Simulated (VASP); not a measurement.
# Rh (Pm-3m) in VASP: notebook

Runs on Rh. Level: PBE+D3(BJ). Tasks: single point.

Program: VASP 6.6.1. These are calculated values, not measurements. Logs are shortened: lines on timing, memory, paths and dates and some standing lists are left out, and cuts for length are marked.

## Step 1: The cell of the first run

Symmetry: Pm-3m, No. 221, cubic system. The conventional cell has a = 2.470 Å, b = 2.470 Å, c = 2.470 Å, α = 90.00°, β = 90.00°, γ = 90.00°. Rh (site symmetry m-3m) has 6 Rh at 2.47 Å within 3.3 Å.

## Step 2: Single point, PBE+D3(BJ)

INCAR

```
SYSTEM = Rh
ALGO     = Normal         ! electronic algorithm
EDIFF    = 1E-6           ! SCF threshold, eV
ENCUT    = 520            ! plane-wave cutoff, eV
GGA      = PE             ! functional
ISIF     = 2              ! what is computed and relaxed
ISMEAR   = 0              ! smearing method
IVDW     = 12             ! dispersion correction
LASPH    = .TRUE.         ! aspherical terms in the spheres
LCHARG   = .TRUE.         ! write CHGCAR
LELF     = .TRUE.         ! ELF
LREAL    = .FALSE.        ! projectors in reciprocal space
LVHAR    = .TRUE.       
LWAVE    = .FALSE.        ! write WAVECAR
NBANDS   = 14             ! bands
NELM     = 80             ! most SCF steps
PREC     = Accurate       ! precision mode
SIGMA    = 0.05           ! smearing width, eV
```

KPOINTS

```
k-points
0
G
  19 19 19
  0 0 0
```

POSCAR

```
Rh
1.0
    2.4700000000      0.0000000000      0.0000000000
    0.0000000000      2.4700000000      0.0000000000
    0.0000000000      0.0000000000      2.4700000000
Rh
1
Direct
    0.0000000000      0.0000000000      0.0000000000
```

Potentials or basis: VASP PAW PBE potentials, release 64 (Rh_pv).

On the command line:

```console
> cat potpaw_PBE.64/Rh_pv/POTCAR > POTCAR
> mpirun -np 1 vasp_std > vasp.out
```

OUTCAR:

```text
SYSTEM = Rh
   EDIFF = 1E-6
   ENCUT = 520
   GGA = PE
   ISIF = 2
   ISMEAR = 0
   IVDW = 12
   LASPH = .TRUE.
   LREAL = .FALSE.
   NELM = 80
   PREC = Accurate
 IVDW          = 12

 ion  position               nearest neighbor table
   1  0.000  0.000  0.000-

  LATTYP: Found a simple cubic cell.
 ALAT       =     2.4700000000

  Lattice vectors:

 A1 = (   2.4700000000,   0.0000000000,   0.0000000000)
 A2 = (   0.0000000000,   2.4700000000,   0.0000000000)
 A3 = (   0.0000000000,   0.0000000000,   2.4700000000)

Analysis of symmetry for initial positions (statically):
=====================================================================
 Subroutine PRICEL returns:
 Original cell was already a primitive cell.

 Routine SETGRP: Setting up the symmetry group for a
 simple cubic supercell.

 Subroutine GETGRP returns: Found 48 space group operations
[... 9 lines left out ...]

 Routine SETGRP: Setting up the symmetry group for a
 simple cubic supercell.

 Subroutine GETGRP returns: Found 48 space group operations
[... 11 lines left out ...]
                                     Primitive cell

  volume of cell :      15.0692

  direct lattice vectors                    reciprocal lattice vectors
     2.470000000  0.000000000  0.000000000     0.404858300  0.000000000  0.000000000
     0.000000000  2.470000000  0.000000000     0.000000000  0.404858300  0.000000000
     0.000000000  0.000000000  2.470000000     0.000000000  0.000000000  0.404858300

  length of vectors
     2.470000000  2.470000000  2.470000000     0.404858300  0.404858300  0.404858300

  position of ions in fractional coordinates (direct lattice)
     0.000000000  0.000000000  0.000000000

  ion indices of the primitive-cell ions
   primitive index   ion index
                 1           1

----------------------------------------------------------------------------------------

 KPOINTS: k-points

Automatic generation of k-mesh.
 Grid dimensions read from file:
 generate k-points for:   19   19   19

 Generating k-lattice:

  Cartesian coordinates                     Fractional coordinates (reciprocal lattice)
     0.021308332  0.000000000  0.000000000     0.052631579  0.000000000  0.000000000
     0.000000000  0.021308332  0.000000000     0.000000000  0.052631579  0.000000000
     0.000000000  0.000000000  0.021308332     0.000000000  0.000000000  0.052631579

  Length of vectors
     0.021308332  0.021308332  0.021308332

  Shift w.r.t. Gamma in fractional coordinates (k-lattice)
     0.000000000  0.000000000  0.000000000

 Subroutine IBZKPT returns following result:
 ===========================================

 Found    220 irreducible k-points:

 Following reciprocal coordinates:
            Coordinates               Weight
  0.000000  0.000000  0.000000      1.000000
  0.052632  0.000000  0.000000      6.000000
  0.105263  0.000000  0.000000      6.000000
  0.157895  0.000000  0.000000      6.000000
  0.210526  0.000000  0.000000      6.000000
  0.263158  0.000000  0.000000      6.000000
[... 16 lines left out ...]
  0.263158  0.105263  0.000000     24.000000
  0.315789  0.105263  0.000000     24.000000
 [... further k-points ...]
   k-points           NKPTS =    220   k-points in BZ     NKDIM =    220   number of bands    NBANDS=     14
   number of dos      NEDOS =    301   number of ions     NIONS =      1
   total plane-waves  NPLWV =   5832
   dimension x,y,z NGX =    18 NGY =   18 NGZ =   18
   dimension x,y,z NGXF=    36 NGYF=   36 NGZF=   36
   ions per type =               1
   NGX,Y,Z   is equivalent  to a cutoff of  12.12, 12.12, 12.12 a.u.
   NGXF,Y,Z  is equivalent  to a cutoff of  24.23, 24.23, 24.23 a.u.
 SYSTEM =  Rh
   PREC   = accura    normal or accurate (medium, high low for compatibility)
   ISTART =      0    job   : 0-new  1-cont  2-samecut
   ICHARG =      2    charge: 1-file 2-atom 10-const
   ISPIN  =      1    spin polarized calculation?
   LNONCOLLINEAR =      F non collinear calculations
   LSORBIT =      F    spin-orbit coupling
   LASPH  =      T    aspherical Exc in radial PAW
   ENCUT  =  520.0 eV  38.22 Ry    6.18 a.u.   4.59  4.59  4.59*2*pi/ulx,y,z
   NELM   =     80;   NELMIN=  2; NELMDL= -5     # of ELM steps
   EDIFF  = 0.1E-05   stopping-criterion for ELM
   LREAL  =      F    real-space projection
   EDIFFG = 0.1E-04   stopping-criterion for IOM
   NSW    =      0    number of steps for IOM
   IBRION =     -1    ionic relax: 0-MD 1-quasi-New 2-CG
   NFREE  =      0    steps in history (QN), initial steepest desc. (CG)
   ISIF   =      2    stress and relaxation
   ISYM   =      2    0-nonsym 1-usesym 2-fastsym
   POTIM  = 0.5000    time-step for ionic-motion
   TEBEG  =    0.0;   TEEND  =   0.0 temperature during run
   PSTRESS=    0.0 pullay stress
   NELECT =      15.0000    total number of electrons
   NUPDOWN=      -1.0000    fix difference up-down
   EMIN   =  10.00;   EMAX   =-10.00  energy-range for DOS
   EFERMI =   0.00;   METHOD = LEGACY
   ISMEAR =     0;   SIGMA  =   0.05  broadening in eV -4-tet -1-fermi 0-gaus
   EFERMI_NEDOS =   21; number of points for ismear=-14 and -15
   IALGO  =     38    algorithm
   IMIX   =      4    mixing-type and parameters
     AMIX     =   0.40;   BMIX     =  1.00
     AMIX_MAG =   1.60;   BMIX_MAG =  1.00
  volume/ion in A,a.u.               =      15.07       101.69
  Fermi-wavevector in a.u.,A,eV,Ry     =   1.634588  3.088923 36.353105  2.671878
  Thomas-Fermi vector in A             =   2.726202
   LORBIT       =      0    0 simple, 1 ext, 2 COOP (PROOUT), +10 PAW based schemes
   GGA     = PE    functional components
   LHFCALC =     F    Hartree Fock is set to
   AEXX    =    0.0000 exact exchange contribution
   IVDW    =    12    specifies the selected vdW correction
   LEPSILON=     F    determine dielectric tensor
   LRPA    =     F    only Hartree local field effects (RPA)
 non-spin polarized calculation
 Gauss-broadening in eV      SIGMA  =   0.05
  energy-cutoff  :      520.00
  volume of cell :       15.07
 maximum number of plane-waves:       437
   NGX =  9   NGY =  9   NGZ =  9

 number of electron      15.0000007 magnetization

 Free energy of the ion-electron system (eV)
  ---------------------------------------------------
  ext. energy  EPLUGINS =         0.00000000
  ---------------------------------------------------
  free energy    TOTEN  =        -6.40278028 eV

  energy without entropy =       -6.40105672  energy(sigma->0) =       -6.40191850

 E-fermi :  10.4481     XC(G=0): -13.2860

 val. band max:       10.4468564617   @ k =   0.2105   0.2105   0.0526
 cond. band min:      10.4515862852   @ k =   0.1579   0.1579   0.1053
 fundamental gap:      0.0047298235
 Fermi energy:        10.4480711374

 k-point     1 :       0.0000    0.0000    0.0000
  band No.  band energies     occupation
      1     -35.6528      2.00000
      2     -35.6528      2.00000
      3     -35.6528      2.00000
      4       3.2129      2.00000
      5       4.7975      2.00000
      6       4.7975      2.00000
      7      11.3278      0.00000
      8      11.3278      0.00000
      9      11.3278      0.00000
     10      27.8549      0.00000
     11      27.8549      0.00000
     12      27.8549      0.00000
     13      31.4914      0.00000
     14      35.6471      0.00000

 k-point     2 :       0.0526    0.0000    0.0000
  band No.  band energies     occupation
      1     -35.6782      2.00000
      2     -35.6507      2.00000
      3     -35.6507      2.00000
      4       3.2989      2.00000
      5       4.8151      2.00000
      6       4.8794      2.00000
      7      11.2487      0.00000
      8      11.2487      0.00000
      9      11.3339      0.00000
     10      27.2653      0.00000
     11      28.0085      0.00000
     12      28.0085      0.00000
     13      31.4933      0.00000
     14      35.1187      0.00000

 k-point     3 :       0.1053    0.0000    0.0000
  band No.  band energies     occupation
      1     -35.7514      2.00000
      2     -35.6445      2.00000
      3     -35.6445      2.00000
      4       3.5379      2.00000
      5       4.8661      2.00000
      6       5.1348      2.00000
      7      11.0259      0.00000
      8      11.0259      0.00000
      9      11.3516      0.00000
     10      25.9102      0.00000
     11      28.4516      0.00000
     12      28.4516      0.00000
     13      31.4945      0.00000
     14      34.0461      0.00000

 k-point     4 :       0.1579    0.0000    0.0000
  band No.  band energies     occupation
      1     -35.8636      2.00000
      2     -35.6350      2.00000
      3     -35.6350      2.00000
      4       3.8797      2.00000
      5       4.9462      2.00000
      6       5.5865      2.00000
      7      10.6983      0.00000
      8      10.6983      0.00000
      9      11.3791      0.00000
     10      24.3089      0.00000
     11      29.1377      0.00000
     12      29.1377      0.00000
     13      31.4951      0.00000
     14      32.8099      0.00000

 k-point     5 :       0.2105    0.0000    0.0000
  band No.  band energies     occupation
      1     -36.0014      2.00000
      2     -35.6231      2.00000
      3     -35.6231      2.00000
      4       4.2657      2.00000
      5       5.0479      2.00000
      6       6.2451      2.00000
      7      10.3148      1.99984
      8      10.3148      1.99984
      9      11.4136      0.00000
     10      22.6990      0.00000
     11      30.0055      0.00000
[... 276 lines left out ...]
 k-point    22 :       0.2105    0.1053    0.0000
  band No.  band energies     occupation
      1     -35.9918      2.00000
      2     -35.7200      2.00000
      3     -35.6149      2.00000
      4       4.5601      2.00000
      5       5.3375      2.00000
      6       6.3282      2.00000
      7      10.0345      2.00000
      8      10.3447      1.99653
      9      11.1327      0.00000
     10      23.1411      0.00000
     11      27.5896      0.00000
     12      30.6133      0.00000
     13      31.4957      0.00000
     14      32.1459      0.00000

 k-point    23 :       0.2632    0.1053    0.0000
  band No.  band energies     occupation
      1     -36.1391      2.00000
      2     -35.7064      2.00000
      3     -35.6020      2.00000
      4       4.9125      2.00000
      5       5.4778      2.00000
      6       7.0725      2.00000
      7       9.7478      2.00000
      8       9.9594      2.00000
      9      11.1744      0.00000
     10      21.5888      0.00000
     11      28.2161      0.00000
     12      31.3212      0.00000
     13      31.5064      0.00000
     14      31.6069      0.00000

 k-point    24 :       0.3158    0.1053    0.0000
  band No.  band energies     occupation
      1     -36.2805      2.00000
      2     -35.6932      2.00000
      3     -35.5894      2.00000
      4       5.2249      2.00000
      5       5.6449      2.00000
      6       7.7006      2.00000
      7       9.6055      2.00000
      8       9.7293      2.00000
      9      11.2158      0.00000
     10      20.1677      0.00000
     11      28.6374      0.00000
     12      30.8452      0.00000
     13      31.5016      0.00000
     14      32.6618      0.00000

 [... further k-points ...]

------------------------ aborting loop because EDIFF is reached ----------------------------------------

 Edisp (eV)   -0.59038

 E8    (eV) :    -0.2650

  FORCE on cell =-STRESS in cart. coord.  units (eV):
  Direction    XX          YY          ZZ          XY          YZ          ZX
  --------------------------------------------------------------------------------------
  -------------------------------------------------------------------------------------
  Total       1.06699     1.06699     1.06699     0.00000    -0.00000     0.00000
  in kB     113.44415   113.44415   113.44415     0.00000    -0.00000     0.00000
  external pressure =      113.44 kB  Pullay stress =        0.00 kB

 VOLUME and BASIS-vectors are now :
 -----------------------------------------------------------------------------
  energy-cutoff  :      520.00
  volume of cell :       15.07
      direct lattice vectors                 reciprocal lattice vectors
     2.470000000  0.000000000  0.000000000     0.404858300  0.000000000  0.000000000
     0.000000000  2.470000000  0.000000000     0.000000000  0.404858300  0.000000000
     0.000000000  0.000000000  2.470000000     0.000000000  0.000000000  0.404858300

 POSITION                                       TOTAL-FORCE (eV/Angst)
 -----------------------------------------------------------------------------------
      0.00000      0.00000      0.00000         0.000000      0.000000      0.000000
 -----------------------------------------------------------------------------------
    total drift:                                0.000000      0.000000     -0.000000

  FREE ENERGIE OF THE ION-ELECTRON SYSTEM (eV)
  ---------------------------------------------------
  free  energy   TOTEN  =        -6.9931601299 eV

  energy  without entropy=       -6.9914365701  energy(sigma->0) =       -6.99229835
```

It took 47 s on 1 thread of AMD EPYC, shared host; peak memory 0.13 GiB.

Results:

```
Free energy                : -6.9932 eV
Pressure                   : 11.3 GPa
Dispersion energy per atom : -0.590 eV
```

Caveat: three body term missing; pairwise dispersion overbinds metals, which lowers pressure and volume.

## Step 3: Single point, PBE+D3(BJ)

This run uses another cell than the first one, of 15.23 Å³/atom, 1.010 times its volume.

INCAR

```
  ALGO = Normal
  EDIFF = 1E-7
  ENCUT = 520
  GGA = PE
  ISIF = 2
  ISMEAR = 0
  IVDW = 12
  LASPH = True
  LCHARG = False
  LREAL = False
  LWAVE = False
  NBANDS = 14
  NELM = 60
  PREC = Accurate
  SIGMA = 0.05
```

KPOINTS

```
k-points
0
Gamma
  19 19 19
```

POSCAR

```
Rh
1.0
    2.4784932463      0.0000000000      0.0000000000
    0.0000000000      2.4784932463      0.0000000000
    0.0000000000      0.0000000000      2.4784932463
Rh
1
Direct
    0.0000000000      0.0000000000      0.0000000000
```

Potentials or basis: VASP PAW PBE potentials, release 64 (Rh_pv).

On the command line:

```console
> cat potpaw_PBE.64/Rh_pv/POTCAR > POTCAR
> mpirun -np 1 vasp_std > vasp.out
```

Run time: 50 s. Hardware: 1 thread of AMD EPYC, shared host; peak memory 0.13 GiB.

It converged, with:

* Free energy: -7.0030 eV
* Pressure: 8.8 GPa
* Dispersion energy per atom: -0.584 eV

Levels at points of the mesh, in eV from the Fermi level:
```tsv
k point	band 5	band 6	band 7	band 8	band 9	band 10	band 11	band 12
(0.00, 0.00, 0.00)	-5.57	-5.57	0.86	0.86	0.86	17.33	17.33	17.33
```

Caveat: three body term missing; pairwise dispersion overbinds metals, which lowers pressure and volume.
